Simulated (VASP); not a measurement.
# Li in VASP: further runs

Runs on Li. Level: PBEsol. Tasks: single point.

Program: VASP 6.6.1. These are calculated values, not measurements. Logs are shortened: lines on timing, memory, paths and dates and some standing lists are left out, and cuts for length are marked.

**1. The cell of the first run**

The typed cell holds 2 atoms: a = 3.431 Å, b = 3.431 Å, c = 3.432 Å, α = 90.00°, β = 89.43°, γ = 90.00°.

**2. Single point, PBEsol (shear of c along a, cell held: +1.0 %)**

The input, INCAR:

```
ALGO     = Fast           # electronic algorithm
EDIFF    = 1E-7           # SCF threshold, eV
ENCUT    = 520            # plane-wave cutoff, eV
GGA      = PS             # functional
ISIF     = 2              # what is computed and relaxed
ISMEAR   = 0              # smearing method
LASPH    = T              # aspherical terms in the spheres
LCHARG   = F              # write CHGCAR
LREAL    = F              # projectors in reciprocal space
LWAVE    = F              # write WAVECAR
NBANDS   = 10             # bands
NELM     = 100            # most SCF steps
PREC     = Accurate       # precision mode
SIGMA    = 0.1            # smearing width, eV
```

The input, KPOINTS:

```
k-points
0
Gamma
  16 16 16
```

The input, POSCAR:

```
Li
1.0
    3.4314475492      0.0000000000      0.0000000000
    0.0000000000      3.4314475492      0.0000000000
    0.0343144755      0.0000000000      3.4314475492
Li
2
Direct
    0.0000000000      0.0000000000      0.0000000000
    0.5000000000      0.5000000000      0.5000000000
```

Potentials or basis: VASP PAW PBE potentials, release 64 (Li_sv).

Launch:

```
$ cat potpaw_PBE.64/Li_sv/POTCAR > POTCAR
$ mpirun -np 1 vasp_std > vasp.out
```

OUTCAR:

```text
EDIFF = 1E-7
   ENCUT = 520
   GGA = PS
   ISIF = 2
   ISMEAR = 0
   LASPH = T
   LREAL = F
   NELM = 100
   PREC = Accurate

 ion  position               nearest neighbor table
   1  0.000  0.000  0.000-
   2  0.500  0.500  0.500-

  LATTYP: Found a simple monoclinic cell.
 ALAT       =     3.4314475492
 B/A-ratio  =     1.0000000000
 C/A-ratio  =     1.0000499988
 COS(beta)  =    -0.0099995000

  Lattice vectors:

 A1 = (   3.4314475492,   0.0000000000,   0.0000000000)
 A2 = (   0.0000000000,  -3.4314475492,   0.0000000000)
 A3 = (  -0.0343144755,   0.0000000000,  -3.4314475492)

Analysis of symmetry for initial positions (statically):
=====================================================================
 Subroutine PRICEL returns following result:

  LATTYP: Found a base centered monoclinic cell.
 ALAT       =     4.8285966288
 B/A-ratio  =     0.7106511090
 C/A-ratio  =     0.7106511090
 COS(beta)  =    -0.7035445979

  Lattice vectors:

 A1 = (  -1.6985665369,   1.7157237746,   1.7157237746)
 A2 = (  -1.6985665369,  -1.7157237746,   1.7157237746)
 A3 = (   3.4314475492,   0.0000000000,   0.0000000000)

   2 primitive cells build up your supercell.

 Routine SETGRP: Setting up the symmetry group for a
 simple monoclinic supercell.

 Subroutine GETGRP returns: Found  4 space group operations
 (whereof  4 operations were pure point group operations)
 out of a pool of  4 trial point group operations.

The static configuration has the point symmetry C_2h.

Analysis of symmetry for dynamics (positions and initial velocities):
=====================================================================
 Subroutine PRICEL returns following result:

  LATTYP: Found a base centered monoclinic cell.
 ALAT       =     4.8285966288
 B/A-ratio  =     0.7106511090
 C/A-ratio  =     0.7106511090
 COS(beta)  =    -0.7035445979

  Lattice vectors:

 A1 = (  -1.6985665369,   1.7157237746,   1.7157237746)
 A2 = (  -1.6985665369,  -1.7157237746,   1.7157237746)
 A3 = (   3.4314475492,   0.0000000000,   0.0000000000)

   2 primitive cells build up your supercell.

 Routine SETGRP: Setting up the symmetry group for a
 simple monoclinic supercell.

[... 101 lines left out ...]
   NELM   =    100;   NELMIN=  2; NELMDL= -5     # of ELM steps
   EDIFF  = 0.1E-06   stopping-criterion for ELM
   LREAL  =      F    real-space projection
   EDIFFG = 0.1E-05   stopping-criterion for IOM
   NSW    =      0    number of steps for IOM
   IBRION =     -1    ionic relax: 0-MD 1-quasi-New 2-CG
   NFREE  =      0    steps in history (QN), initial steepest desc. (CG)
   ISIF   =      2    stress and relaxation
   ISYM   =      2    0-nonsym 1-usesym 2-fastsym
   POTIM  = 0.5000    time-step for ionic-motion
   TEBEG  =    0.0;   TEEND  =   0.0 temperature during run
   PSTRESS=    0.0 pullay stress
   NELECT =       6.0000    total number of electrons
   NUPDOWN=      -1.0000    fix difference up-down
   EMIN   =  10.00;   EMAX   =-10.00  energy-range for DOS
   EFERMI =   0.00;   METHOD = LEGACY
   ISMEAR =     0;   SIGMA  =   0.10  broadening in eV -4-tet -1-fermi 0-gaus
   EFERMI_NEDOS =   21; number of points for ismear=-14 and -15
   IALGO  =     68    algorithm
   IMIX   =      4    mixing-type and parameters
     AMIX     =   0.40;   BMIX     =  1.00
     AMIX_MAG =   1.60;   BMIX_MAG =  1.00
  volume/ion in A,a.u.               =      20.20       136.33
  Fermi-wavevector in a.u.,A,eV,Ry     =   0.866924  1.638250 10.225566  0.751558
  Thomas-Fermi vector in A             =   1.985384
   LORBIT       =      0    0 simple, 1 ext, 2 COOP (PROOUT), +10 PAW based schemes
   GGA     = PS    functional components
   LHFCALC =     F    Hartree Fock is set to
   AEXX    =    0.0000 exact exchange contribution
   IVDW    =     0    specifies the selected vdW correction
   LEPSILON=     F    determine dielectric tensor
   LRPA    =     F    only Hartree local field effects (RPA)
 non-spin polarized calculation
 RMM-DIIS sequential band-by-band and
 Gauss-broadening in eV      SIGMA  =   0.10
  energy-cutoff  :      520.00
  volume of cell :       40.40
 maximum number of plane-waves:      1108
 NGX is ok and might be reduce to    28
   NGX = 13   NGY = 13   NGZ = 13

 number of electron       5.9999999 magnetization

 Free energy of the ion-electron system (eV)
  ---------------------------------------------------
  ext. energy  EPLUGINS =         0.00000000
  ---------------------------------------------------
  free energy    TOTEN  =        -3.93453945 eV

  energy without entropy =       -3.92978492  energy(sigma->0) =       -3.93216219

 E-fermi :   0.6506     XC(G=0):  -7.0258

 val. band max:        0.6503735117   @ k =   0.4375   0.0000   0.2500
 cond. band min:       0.6555306879   @ k =  -0.0625   0.2500   0.4375
 fundamental gap:      0.0051571762
 Fermi energy:         0.6506124392

 k-point     1 :       0.0000    0.0000    0.0000
  band No.  band energies     occupation
      1     -45.2710      2.00000
      2     -45.2355      2.00000
      3      -2.9229      2.00000
      4       6.1431      0.00000
      5       6.1730      0.00000
      6       6.2042      0.00000
      7       8.4161      0.00000
      8       8.4171      0.00000
      9      14.3700      0.00000
     10      15.2144      0.00000
[... 287 lines left out ...]
 k-point    24 :       0.3125    0.1250   -0.0000
  band No.  band energies     occupation
      1     -45.2610      2.00000
      2     -45.2429      2.00000
      3      -1.8456      2.00000
      4       1.8036      0.00000
      5       6.0506      0.00000
      6       7.5524      0.00000
      7      10.3856      0.00000
      8      10.9868      0.00000
      9      11.8551      0.00000
     10      13.4877      0.00000

 [... further k-points ...]

------------------------ aborting loop because EDIFF is reached ----------------------------------------

  FORCE on cell =-STRESS in cart. coord.  units (eV):
  Direction    XX          YY          ZZ          XY          YZ          ZX
  --------------------------------------------------------------------------------------
  -------------------------------------------------------------------------------------
  Total       -0.0167916     -0.0153023     -0.0163216      0.0000000      0.0000000     -0.0264908
  in kB       -0.6658424     -0.6067857     -0.6472032      0.0000000      0.0000000     -1.0504451
  external PRESSURE =      -0.6399437 kB  Pullay stress =       0.0000000 kB

 VOLUME and BASIS-vectors are now :
 -----------------------------------------------------------------------------
  energy-cutoff  :      520.00
  volume of cell :       40.40
      direct lattice vectors                 reciprocal lattice vectors
     3.431447549  0.000000000  0.000000000     0.291422202  0.000000000 -0.002914222
     0.000000000  3.431447549  0.000000000     0.000000000  0.291422202  0.000000000
     0.034314475  0.000000000  3.431447549     0.000000000  0.000000000  0.291422202

 POSITION                                       TOTAL-FORCE (eV/Angst)
 -----------------------------------------------------------------------------------
      0.00000      0.00000      0.00000        -0.000000     -0.000000      0.000000
      1.73288      1.71572      1.71572         0.000000      0.000000     -0.000000
 -----------------------------------------------------------------------------------
    total drift:                                0.000000      0.000000      0.000000

  FREE ENERGIE OF THE ION-ELECTRON SYSTEM (eV)
  ---------------------------------------------------
  free  energy   TOTEN  =        -3.9345394545 eV

  energy  without entropy=       -3.9297849232  energy(sigma->0) =       -3.93216219
```

OSZICAR:

```text
N       E                     dE             d eps       ncg     rms          rms(c)
DAV:   1     0.106271090049E+02    0.10627E+02   -0.24107E+03 23432   0.546E+02
DAV:   2    -0.229932551038E+01   -0.12926E+02   -0.12620E+02 30384   0.972E+01
DAV:   3    -0.389536275186E+01   -0.15960E+01   -0.15791E+01 36892   0.234E+01
DAV:   4    -0.393862552350E+01   -0.43263E-01   -0.43222E-01 30816   0.402E+00
DAV:   5    -0.393919571646E+01   -0.57019E-03   -0.57015E-03 30754   0.432E-01    0.476E-01
RMM:   6    -0.393588473142E+01    0.33110E-02   -0.73699E-04 33146   0.179E-01    0.281E-01
RMM:   7    -0.393436028461E+01    0.15244E-02   -0.28542E-03 33537   0.345E-01    0.331E-02
RMM:   8    -0.393447772801E+01   -0.11744E-03   -0.95229E-04 38780   0.178E-01    0.584E-03
RMM:   9    -0.393452405684E+01   -0.46329E-04   -0.34586E-04 40717   0.114E-01    0.100E-02
RMM:  10    -0.393453830609E+01   -0.14249E-04   -0.91580E-05 40110   0.583E-02    0.192E-02
RMM:  11    -0.393454552279E+01   -0.72167E-05   -0.41984E-05 40754   0.398E-02    0.269E-02
RMM:  12    -0.393454409270E+01    0.14301E-05   -0.88650E-06 39013   0.183E-02    0.223E-02
RMM:  13    -0.393454306644E+01    0.10263E-05   -0.33605E-06 36297   0.103E-02    0.188E-02
RMM:  14    -0.393454066682E+01    0.23996E-05   -0.75262E-07 34121   0.598E-03    0.960E-03
RMM:  15    -0.393453984771E+01    0.81911E-06   -0.38965E-07 33094   0.463E-03    0.466E-03
RMM:  16    -0.393453953841E+01    0.30931E-06   -0.30957E-07 27899   0.378E-03    0.178E-03
RMM:  17    -0.393453945446E+01    0.83943E-07   -0.13464E-07 24749   0.313E-03
   1 F= -.39345395E+01 E0= -.39321622E+01  d E =-.475453E-02
```

Wall time 20 min (1 thread of AMD EPYC, shared host); peak memory 0.4 GiB.

Results:

```yaml
Free_energy: -3.9345 eV
Band_gap_on_the_k_mesh: zero (bands 3 and 4 overlap by 4.49 eV)
```

Levels at points of the mesh, in eV from the Fermi level:
| k point | band 1 | band 2 | band 3 | band 4 | band 5 | band 6 | band 7 | band 8 |
| --- | --- | --- | --- | --- | --- | --- | --- | --- |
| (0.00, 0.00, 0.00) | -45.92 | -45.89 | -3.57 | 5.49 | 5.52 | 5.55 | 7.77 | 7.77 |
| (0.50, 0.00, 0.00) | -45.90 | -45.90 | -1.16 | -1.16 | 8.54 | 8.54 | 8.55 | 8.55 |
| (0.00, 0.50, 0.00) | -45.90 | -45.90 | -1.16 | -1.16 | 8.52 | 8.52 | 8.58 | 8.58 |
| (0.50, 0.50, 0.00) | -45.90 | -45.90 | 0.23 | 0.23 | 3.26 | 3.26 | 10.38 | 10.38 |
| (0.00, 0.00, 0.50) | -45.90 | -45.90 | -1.16 | -1.16 | 8.55 | 8.55 | 8.55 | 8.55 |
| (0.50, 0.00, 0.50) | -45.90 | -45.90 | 0.18 | 0.27 | 3.20 | 3.32 | 10.32 | 10.45 |
| (0.00, 0.50, 0.50) | -45.90 | -45.90 | 0.23 | 0.23 | 3.26 | 3.26 | 10.38 | 10.38 |
| (0.50, 0.50, 0.50) | -45.90 | -45.90 | 3.33 | 3.33 | 3.37 | 3.37 | 3.42 | 3.42 |

Caveat: the cell differs from its parent crystal (shear of c along a, cell held: +1.0 %); the cutoff is under 1.25 times the usual one of these potentials, so pressure, stress and relaxed cells hold a basis-set (Pulay) error; the PAW data sets were made with another functional, which shifts forces and pressure a little.

**3. Single point, PBEsol (shear of c along a, cell held: +2.0 %)**

The input, INCAR:

```
SYSTEM = Li
ALGO     = Fast           ! electronic algorithm
EDIFF    = 1E-6           ! SCF threshold, eV
ENCUT    = 520            ! plane-wave cutoff, eV
GGA      = PS             ! functional
ISIF     = 2              ! what is computed and relaxed
ISMEAR   = 0              ! smearing method
LASPH    = .TRUE.         ! aspherical terms in the spheres
LCHARG   = .TRUE.         ! write CHGCAR
LELF     = .TRUE.         ! ELF
LREAL    = .FALSE.        ! projectors in reciprocal space
LVHAR    = .TRUE.       
LWAVE    = .FALSE.        ! write WAVECAR
NBANDS   = 10             ! bands
NELM     = 60             ! most SCF steps
PREC     = Accurate       ! precision mode
SIGMA    = 0.1            ! smearing width, eV
```

The input, KPOINTS:

```
k-points
0
G
  16 16 16
  0 0 0
```

Edit POSCAR of step 2 so:

```diff
@@ -4,3 +4,3 @@
     0.0000000000      3.4314475492      0.0000000000
-    0.0343144755      0.0000000000      3.4314475492
+    0.0686289510      0.0000000000      3.4314475492
 Li
```

Potentials or basis: VASP PAW PBE potentials, release 64 (Li_sv).

Launch:

```
$ cat potpaw_PBE.64/Li_sv/POTCAR > POTCAR
$ mpirun -np 1 vasp_std > vasp.out
```

Wall time 15 min (1 thread of AMD EPYC, shared host); peak memory 0.39 GiB.

Results (log left out):

* Free energy: -3.9341 eV
* Band gap on the k mesh: zero (bands 3 and 4 overlap by 4.44 eV)

Levels at points of the mesh, in eV from the Fermi level:
```tsv
k point	band 1	band 2	band 3	band 4	band 5	band 6	band 7	band 8
(0.00, 0.00, 0.00)	-45.93	-45.89	-3.57	5.46	5.52	5.59	7.77	7.77
(0.50, 0.00, 0.00)	-45.91	-45.91	-1.16	-1.16	8.53	8.53	8.55	8.55
(0.00, 0.50, 0.00)	-45.91	-45.91	-1.16	-1.16	8.50	8.50	8.61	8.61
(0.50, 0.50, 0.00)	-45.91	-45.91	0.23	0.23	3.27	3.27	10.36	10.36
(0.00, 0.00, 0.50)	-45.91	-45.91	-1.16	-1.16	8.54	8.54	8.55	8.55
(0.50, 0.00, 0.50)	-45.91	-45.91	0.14	0.32	3.14	3.39	10.25	10.52
(0.00, 0.50, 0.50)	-45.91	-45.91	0.23	0.23	3.26	3.26	10.36	10.36
(0.50, 0.50, 0.50)	-45.91	-45.91	3.29	3.29	3.37	3.37	3.46	3.46
```

Caveat: the cell differs from its parent crystal (shear of c along a, cell held: +2.0 %); the cutoff is under 1.25 times the usual one of these potentials, so pressure, stress and relaxed cells hold a basis-set (Pulay) error; the PAW data sets were made with another functional, which shifts forces and pressure a little.

**4. Single point, PBEsol (shear of c along a, cell held: +3.0 %)**

The input, INCAR:

```
PREC     = Accurate       # precision mode
ENCUT    = 520            # plane-wave cutoff, eV
EDIFF    = 1E-6           # SCF threshold, eV
ISMEAR   = 0              # smearing method
SIGMA    = 0.1            # smearing width, eV
LREAL    = False          # projectors in reciprocal space
LASPH    = True           # aspherical terms in the spheres
NELM     = 80             # most SCF steps
ALGO     = Fast           # electronic algorithm
ISIF     = 2              # what is computed and relaxed
LWAVE    = False          # write WAVECAR
LCHARG   = False          # write CHGCAR
GGA      = PS             # functional
NBANDS   = 10             # bands
```

The input, KPOINTS:

```
Automatic mesh
0
Gamma
  16 16 16
```

Edit POSCAR of step 3 so:

```diff
@@ -4,3 +4,3 @@
     0.0000000000      3.4314475492      0.0000000000
-    0.0686289510      0.0000000000      3.4314475492
+    0.1029434265      0.0000000000      3.4314475492
 Li
```

Launch:

```
$ cat potpaw_PBE.64/Li_sv/POTCAR > POTCAR
$ mpirun -np 1 vasp_std > vasp.out
```

Wall time 16 min (1 thread of AMD EPYC, shared host); peak memory 0.4 GiB.

The run converged. Its results:

| Quantity | Value |
| --- | --- |
| Free energy | -3.9335 eV |
| Band gap on the k mesh | zero (bands 3 and 4 overlap by 4.40 eV) |

Levels at points of the mesh, in eV from the Fermi level:
```tsv
k point	band 1	band 2	band 3	band 4	band 5	band 6	band 7	band 8
(0.00, 0.00, 0.00)	-45.93	-45.89	-3.57	5.44	5.52	5.62	7.77	7.78
(0.50, 0.00, 0.00)	-45.91	-45.91	-1.16	-1.16	8.51	8.51	8.55	8.55
(0.00, 0.50, 0.00)	-45.91	-45.91	-1.16	-1.16	8.47	8.47	8.64	8.64
(0.50, 0.50, 0.00)	-45.91	-45.91	0.23	0.23	3.27	3.27	10.32	10.32
(0.00, 0.00, 0.50)	-45.91	-45.91	-1.16	-1.16	8.52	8.52	8.55	8.55
(0.50, 0.00, 0.50)	-45.91	-45.91	0.10	0.37	3.08	3.45	10.18	10.60
(0.00, 0.50, 0.50)	-45.91	-45.91	0.23	0.23	3.27	3.27	10.33	10.33
(0.50, 0.50, 0.50)	-45.91	-45.91	3.24	3.24	3.37	3.37	3.51	3.51
```

Caveat: the cell differs from its parent crystal (shear of c along a, cell held: +3.0 %); the cutoff is under 1.25 times the usual one of these potentials, so pressure, stress and relaxed cells hold a basis-set (Pulay) error; the PAW data sets were made with another functional, which shifts forces and pressure a little.

**5. Single point, PBEsol (shear of c along a, cell held: +4.0 %)**

The input, INCAR:

```
PREC = Accurate
ENCUT = 520
EDIFF = 1E-6
ISMEAR = 0
SIGMA = 0.1
LREAL = False
LASPH = True
NELM = 80
ALGO = Fast
ISIF = 2
LWAVE = False
LCHARG = True
GGA = PS
LELF = True
LVHAR = True
NBANDS = 10
```

KPOINTS is that of step 4.

Edit POSCAR of step 4 so:

```diff
@@ -4,3 +4,3 @@
     0.0000000000      3.4314475492      0.0000000000
-    0.1029434265      0.0000000000      3.4314475492
+    0.1372579020      0.0000000000      3.4314475492
 Li
```

Launch:

```
$ cat potpaw_PBE.64/Li_sv/POTCAR > POTCAR
$ mpirun -np 1 vasp_std > vasp.out
```

Run time: 18 min. Hardware: 1 thread of AMD EPYC, shared host; peak memory 0.4 GiB.

The run converged. Its results:

```yaml
Free_energy: -3.9325 eV
Band_gap_on_the_k_mesh: zero (bands 3 and 4 overlap by 4.36 eV)
```

Levels at points of the mesh, in eV from the Fermi level:
```
           k point  band 1  band 2  band 3  band 4  band 5  band 6
(0.00, 0.00, 0.00)  -45.92  -45.89   -3.57    5.41    5.52    5.66
(0.50, 0.00, 0.00)  -45.90  -45.90   -1.15   -1.15    8.48    8.48
(0.00, 0.50, 0.00)  -45.90  -45.90   -1.16   -1.16    8.45    8.45
(0.50, 0.50, 0.00)  -45.90  -45.90    0.23    0.23    3.27    3.27
(0.00, 0.00, 0.50)  -45.90  -45.90   -1.16   -1.16    8.50    8.50
(0.50, 0.00, 0.50)  -45.90  -45.90    0.06    0.42    3.03    3.51
(0.00, 0.50, 0.50)  -45.90  -45.90    0.23    0.23    3.27    3.27
(0.50, 0.50, 0.50)  -45.90  -45.90    3.20    3.20    3.36    3.36
```

Caveat: the cell differs from its parent crystal (shear of c along a, cell held: +4.0 %); the cutoff is under 1.25 times the usual one of these potentials, so pressure, stress and relaxed cells hold a basis-set (Pulay) error; the PAW data sets were made with another functional, which shifts forces and pressure a little.

**6. The runs side by side**

| cell | further INCAR settings | gap on the mesh (eV) |
| --- | --- | --- |
| a = 3.431 Å, angles 90.0, 89.4, 90.0°, 2 atoms | ALGO = Fast; EDIFF = 1e-07; NBANDS = 10 | none |
| a = 3.431, b = 3.431, c = 3.432 Å, angles 90.0, 88.9, 90.0°, 2 atoms | ALGO = Fast; EDIFF = 1e-06; NBANDS = 10 | none |
| a = 3.431, b = 3.431, c = 3.433 Å, angles 90.0, 88.3, 90.0°, 2 atoms | ALGO = Fast; EDIFF = 1e-06; NBANDS = 10 | none |
| a = 3.431, b = 3.431, c = 3.434 Å, angles 90.0, 87.7, 90.0°, 2 atoms | ALGO = Fast; EDIFF = 1e-06; NBANDS = 10 | none |

Alike in all rows: task single point; level PBEsol; potentials or basis VASP PAW PBE potentials, release 64 (Li_sv); no spin polarisation; k mesh 16 × 16 × 16; cutoff (eV) 520; smearing gaussian 0.1 eV.

Caveats: the cutoff is under 1.25 times the usual one of these potentials, so pressure, stress and relaxed cells hold a basis-set (Pulay) error; the PAW data sets were made with another functional, which shifts forces and pressure a little.

Absolute energies hang on the potentials; compare differences alone.
